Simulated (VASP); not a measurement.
Set up this calculation in VASP 6.6.1, as the native input.

```
Task                   : single point
Functional             : PBEsol
Potentials or basis    : VASP PAW PBE potentials, release 64 (Zr_sv, C)
Cutoff                 : 520 eV
k mesh                 : 18 × 18 × 18
Occupations            : fermi-dirac, width 0.1 eV
Spin                   : no spin polarisation
Dipole correction      : no
Further INCAR settings : ALGO = Normal; EDIFF = 1e-06; NBANDS = 15
```

The structure of ZrC lies in POSCAR:

```
ZrC
1.0
    0.0000000000      2.3346624503      2.3346624503
    2.3346624503      0.0000000000      2.3346624503
    2.3346624503      2.3346624503      0.0000000000
Zr C
1 1
Direct
    0.5000000000      0.5000000000      0.5000000000
    0.0000000000      0.0000000000      0.0000000000
```

The input as run:

INCAR

```
ALGO = Normal
EDIFF = 1E-6
ENCUT = 520
GGA = PS
ISIF = 2
ISMEAR = -1
LASPH = T
LCHARG = F
LREAL = F
LWAVE = F
NBANDS = 15
NELM = 80
PREC = Accurate
SIGMA = 0.1
```

KPOINTS

```
k-points
0
Gamma
  18 18 18
```

Potentials or basis: VASP PAW PBE potentials, release 64 (Zr_sv, C).

The run is started by

```bash
$ cat potpaw_PBE.64/Zr_sv/POTCAR potpaw_PBE.64/C/POTCAR > POTCAR
$ mpirun -np 1 vasp_std > vasp.out
```

It gave:

```json
{"Pressure": "0.3 GPa", "Band gap on the k mesh": "zero (bands 8 and 9 overlap by 1.33 eV)"}
```

Caveat: the PAW data sets were made with another functional, which shifts forces and pressure a little.

Wall time 2.3 min on 1 thread of AMD EPYC 7R13, with other jobs on the host, peak memory 0.18 GiB.
